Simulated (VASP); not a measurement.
# InP (base) (F-43m) in VASP: a series of runs

The runs below take InP (base) through single point, with PBE.

Everything below comes from runs of VASP 6.6.1. Logs are shortened: lines on timing, memory, paths and dates and some standing lists are left out, and cuts for length are marked.

## 1. The cell of the first run

The structure is cubic, space group F-43m (No. 216). The conventional cell has a = 5.960 Å, b = 5.960 Å, c = 5.960 Å, α = 90.00°, β = 90.00°, γ = 90.00°. In (site symmetry -43m) has 4 P at 2.58 Å within 3.4 Å. Within 3.4 Å of P (site symmetry -43m) lie 4 In at 2.58 Å.

## 2. Single point, PBE

The input, INCAR:

```
PREC = Accurate
ENCUT = 520
EDIFF = 1E-7
ISMEAR = 0
SIGMA = 0.02
LREAL = F
LASPH = T
NELM = 80
ALGO = Normal
ISIF = 2
LWAVE = F
LCHARG = F
GGA = PE
NBANDS = 16
```

The input, KPOINTS:

```
regular mesh
0
Gamma
  10 10 10
```

The input, POSCAR:

```
InP
1.0
    0.0000000000      2.9798940533      2.9798940533
    2.9798940533      0.0000000000      2.9798940533
    2.9798940533      2.9798940533      0.0000000000
In P
1 1
Direct
    0.0000000000      0.0000000000      0.0000000000
    0.7500000000      0.7500000000      0.7500000000
```

Potentials or basis: VASP PAW PBE potentials, release 64 (In_d, P).

Launch:

```
> cat potpaw_PBE.64/In_d/POTCAR potpaw_PBE.64/P/POTCAR > POTCAR
> mpirun -np 1 vasp_std > vasp.out
```

OUTCAR:

```text
PREC = Accurate
   ENCUT = 520
   EDIFF = 1E-7
   ISMEAR = 0
   LREAL = F
   LASPH = T
   NELM = 80
   ISIF = 2
   GGA = PE

 ion  position               nearest neighbor table
   1  0.000  0.000  0.000-   2 2.58   2 2.58   2 2.58   2 2.58
   2  0.750  0.750  0.750-   1 2.58   1 2.58   1 2.58   1 2.58

  LATTYP: Found a face centered cubic cell.
 ALAT       =     5.9597881066

  Lattice vectors:

 A1 = (   0.0000000000,   2.9798940533,   2.9798940533)
 A2 = (   2.9798940533,   0.0000000000,   2.9798940533)
 A3 = (   2.9798940533,   2.9798940533,   0.0000000000)

Analysis of symmetry for initial positions (statically):
=====================================================================
 Subroutine PRICEL returns:
 Original cell was already a primitive cell.

 Routine SETGRP: Setting up the symmetry group for a
 face centered cubic supercell.

 Subroutine GETGRP returns: Found 24 space group operations
 (whereof 24 operations were pure point group operations)
 out of a pool of 48 trial point group operations.

The static configuration has the point symmetry T_d .

Analysis of symmetry for dynamics (positions and initial velocities):
=====================================================================
 Subroutine PRICEL returns:
 Original cell was already a primitive cell.

 Routine SETGRP: Setting up the symmetry group for a
 face centered cubic supercell.

 Subroutine GETGRP returns: Found 24 space group operations
 (whereof 24 operations were pure point group operations)
 out of a pool of 48 trial point group operations.

The dynamic configuration has the point symmetry T_d .

 Subroutine INISYM returns: Found 24 space group operations
 (whereof 24 operations are pure point group operations),
 and found     1 'primitive' translations

----------------------------------------------------------------------------------------

                                     Primitive cell

  volume of cell :      52.9215

  direct lattice vectors                    reciprocal lattice vectors
     0.000000000  2.979894053  2.979894053    -0.167791200  0.167791200  0.167791200
     2.979894053  0.000000000  2.979894053     0.167791200 -0.167791200  0.167791200
     2.979894053  2.979894053  0.000000000     0.167791200  0.167791200 -0.167791200

  length of vectors
     4.214206585  4.214206585  4.214206585     0.290622884  0.290622884  0.290622884

  position of ions in fractional coordinates (direct lattice)
     0.000000000  0.000000000  0.000000000
     0.750000000  0.750000000  0.750000000

[... 76 lines left out ...]
   EDIFF  = 0.1E-06   stopping-criterion for ELM
   LREAL  =      F    real-space projection
   EDIFFG = 0.1E-05   stopping-criterion for IOM
   NSW    =      0    number of steps for IOM
   IBRION =     -1    ionic relax: 0-MD 1-quasi-New 2-CG
   NFREE  =      0    steps in history (QN), initial steepest desc. (CG)
   ISIF   =      2    stress and relaxation
   ISYM   =      2    0-nonsym 1-usesym 2-fastsym
   POTIM  = 0.5000    time-step for ionic-motion
   TEBEG  =    0.0;   TEEND  =   0.0 temperature during run
   PSTRESS=    0.0 pullay stress
   NELECT =      18.0000    total number of electrons
   NUPDOWN=      -1.0000    fix difference up-down
   EMIN   =  10.00;   EMAX   =-10.00  energy-range for DOS
   EFERMI =   0.00;   METHOD = LEGACY
   ISMEAR =     0;   SIGMA  =   0.02  broadening in eV -4-tet -1-fermi 0-gaus
   EFERMI_NEDOS =   21; number of points for ismear=-14 and -15
   IALGO  =     38    algorithm
   IMIX   =      4    mixing-type and parameters
     AMIX     =   0.40;   BMIX     =  1.00
     AMIX_MAG =   1.60;   BMIX_MAG =  1.00
  volume/ion in A,a.u.               =      26.46       178.57
  Fermi-wavevector in a.u.,A,eV,Ry     =   1.142760  2.159502 17.767839  1.305899
  Thomas-Fermi vector in A             =   2.279457
   LORBIT       =      0    0 simple, 1 ext, 2 COOP (PROOUT), +10 PAW based schemes
   GGA     = PE    functional components
   LHFCALC =     F    Hartree Fock is set to
   AEXX    =    0.0000 exact exchange contribution
   IVDW    =     0    specifies the selected vdW correction
   LEPSILON=     F    determine dielectric tensor
   LRPA    =     F    only Hartree local field effects (RPA)
 non-spin polarized calculation
 Gauss-broadening in eV      SIGMA  =   0.02
  energy-cutoff  :      520.00
  volume of cell :       52.92
 maximum number of plane-waves:      1458
   NGX = 15   NGY = 15   NGZ = 15

 number of electron      18.0000005 magnetization

 Free energy of the ion-electron system (eV)
  ---------------------------------------------------
  ext. energy  EPLUGINS =         0.00000000
  ---------------------------------------------------
  free energy    TOTEN  =        -8.40801338 eV

  energy without entropy =       -8.40801338  energy(sigma->0) =       -8.40801338

 E-fermi :   4.8032     XC(G=0):  -9.0625

 val. band max:        4.6550088809   @ k =   0.0000   0.0000   0.0000
 cond. band min:       5.0934557165   @ k =   0.0000   0.0000   0.0000
 fundamental gap:      0.4384468356
 Fermi energy:         4.8032462991

 k-point     1 :       0.0000    0.0000    0.0000
  band No.  band energies     occupation
      1      -9.4395      2.00000
      2      -9.4395      2.00000
      3      -9.4395      2.00000
      4      -9.3110      2.00000
      5      -9.3110      2.00000
      6      -6.5307      2.00000
[... 433 lines left out ...]
      3      -9.3725      2.00000
      4      -9.3393      2.00000
      5      -9.2886      2.00000
      6      -4.9977      2.00000
[... 8 lines left out ...]
     15      15.1845      0.00000
     16      17.0910      0.00000

 [... further k-points ...]

------------------------ aborting loop because EDIFF is reached ----------------------------------------

  FORCE on cell =-STRESS in cart. coord.  units (eV):
  Direction    XX          YY          ZZ          XY          YZ          ZX
  --------------------------------------------------------------------------------------
  -------------------------------------------------------------------------------------
  Total       -0.0182306     -0.0182306     -0.0182306      0.0000000      0.0000000      0.0000000
  in kB       -0.5519223     -0.5519223     -0.5519223      0.0000000      0.0000000      0.0000000
  external PRESSURE =      -0.5519223 kB  Pullay stress =       0.0000000 kB

 VOLUME and BASIS-vectors are now :
 -----------------------------------------------------------------------------
  energy-cutoff  :      520.00
  volume of cell :       52.92
      direct lattice vectors                 reciprocal lattice vectors
     0.000000000  2.979894053  2.979894053    -0.167791200  0.167791200  0.167791200
     2.979894053  0.000000000  2.979894053     0.167791200 -0.167791200  0.167791200
     2.979894053  2.979894053  0.000000000     0.167791200  0.167791200 -0.167791200

 POSITION                                       TOTAL-FORCE (eV/Angst)
 -----------------------------------------------------------------------------------
      0.00000      0.00000      0.00000         0.000000      0.000000      0.000000
      4.46984      4.46984      4.46984        -0.000000     -0.000000     -0.000000
 -----------------------------------------------------------------------------------
    total drift:                                0.000000      0.000000      0.000000

  FREE ENERGIE OF THE ION-ELECTRON SYSTEM (eV)
  ---------------------------------------------------
  free  energy   TOTEN  =        -8.4080133832 eV

  energy  without entropy=       -8.4080133832  energy(sigma->0) =       -8.40801338
```

OSZICAR:

```text
N       E                     dE             d eps       ncg     rms          rms(c)
DAV:   1     0.112751386289E+03    0.11275E+03   -0.83908E+03  1512   0.124E+03
DAV:   2    -0.103617502627E+01   -0.11379E+03   -0.10860E+03  1656   0.300E+02
DAV:   3    -0.859357233212E+01   -0.75574E+01   -0.75201E+01  2032   0.756E+01
DAV:   4    -0.879746690646E+01   -0.20389E+00   -0.20384E+00  1840   0.135E+01
DAV:   5    -0.880878052890E+01   -0.11314E-01   -0.11313E-01  2344   0.271E+00    0.525E+00
DAV:   6    -0.843050027670E+01    0.37828E+00   -0.62050E-01  2400   0.122E+01    0.315E+00
DAV:   7    -0.840651665086E+01    0.23984E-01   -0.14650E-01  2144   0.286E+00    0.121E+00
DAV:   8    -0.840713830367E+01   -0.62165E-03   -0.13757E-02  1824   0.135E+00    0.272E-01
DAV:   9    -0.840778764655E+01   -0.64934E-03   -0.12848E-03  1896   0.391E-01    0.145E-01
DAV:  10    -0.840793424353E+01   -0.14660E-03   -0.21556E-04  2256   0.168E-01    0.925E-02
DAV:  11    -0.840801311928E+01   -0.78876E-04   -0.11806E-04  1768   0.872E-02    0.392E-02
DAV:  12    -0.840801270840E+01    0.41088E-06   -0.70173E-06  1872   0.270E-02    0.108E-02
DAV:  13    -0.840801315287E+01   -0.44447E-06   -0.14399E-06  1928   0.591E-03    0.897E-03
DAV:  14    -0.840801336370E+01   -0.21082E-06   -0.22969E-07  1912   0.463E-03    0.169E-03
DAV:  15    -0.840801338316E+01   -0.19460E-07   -0.99103E-09  1384   0.720E-04
   1 F= -.84080134E+01 E0= -.84080134E+01  d E =-.469024E-28
```

stdout:

```text
POSCAR found type information on POSCAR InP
 POSCAR found :  2 types and       2 ions
 scaLAPACK will be used
 LDA part: xc-table for (Slater+PW92), standard interpolation
 POSCAR, INCAR and KPOINTS ok, starting setup
 FFT: planning ... GRIDC
 FFT: planning ... GRID_SOFT
 FFT: planning ... GRID
 WAVECAR not read
 entering main loop
```

Wall time 38 s (1 thread of AMD EPYC 7R43 (Zen 3), shared host); peak memory 0.16 GiB.

Results:

```
Free energy            : -8.4080 eV
Pressure               : -0.1 GPa
Band gap on the k mesh : 0.44 eV, direct
```

Caveat: spin-orbit coupling is left out, which moves the levels of the heavy elements.

## 3. Single point, PBE

The input, INCAR:

```
SYSTEM = InP
PREC     = Accurate       ! precision mode
ENCUT    = 520            ! plane-wave cutoff, eV
EDIFF    = 1E-6           ! SCF threshold, eV
ISMEAR   = 0              ! smearing method
SIGMA    = 0.02           ! smearing width, eV
LREAL    = .False.        ! projectors in reciprocal space
LASPH    = .True.         ! aspherical terms in the spheres
NELM     = 100            ! most SCF steps
ALGO     = Normal         ! electronic algorithm
ISIF     = 2              ! what is computed and relaxed
LWAVE    = .False.        ! write WAVECAR
LCHARG   = .False.        ! write CHGCAR
GGA      = PE             ! functional
NBANDS   = 16             ! bands
```

The input, KPOINTS:

```
Automatic mesh
0
Gamma
  10 10 10
  0 0 0
```

POSCAR is that of step 2.

Potentials or basis: VASP PAW PBE potentials, release 64 (In_d, P).

Launch:

```
> cat potpaw_PBE.64/In_d/POTCAR potpaw_PBE.64/P/POTCAR > POTCAR
> mpirun -np 1 vasp_std > vasp.out
```

Run time: 30 s. Hardware: 1 thread of AMD EPYC 7R43 (Zen 3), shared host; peak memory 0.16 GiB.

Results (log left out):

```yaml
Free_energy: -8.4080 eV
Pressure: -0.1 GPa
Band_gap_on_the_k_mesh: 0.44 eV, direct
```

Levels at points of the mesh, in eV from the valence-band top:
```csv
k point,band 5,band 6,band 7,band 8,band 9,band 10,band 11,band 12,band 13,band 14
"(0.00, 0.00, 0.00)",-13.97,-11.19,0.00,0.00,0.00,0.44,4.09,4.09,4.09,8.35
"(0.50, 0.00, 0.00)",-13.95,-9.62,-5.47,-0.90,-0.90,1.38,4.80,4.80,6.99,9.26
"(0.50, 0.50, 0.00)",-13.94,-9.02,-5.54,-2.16,-2.16,1.85,2.26,8.91,9.26,9.26
```

Caveat: spin-orbit coupling is left out, which moves the levels of the heavy elements. PBE gaps usually lie below the measured ones, often by a third to a half.
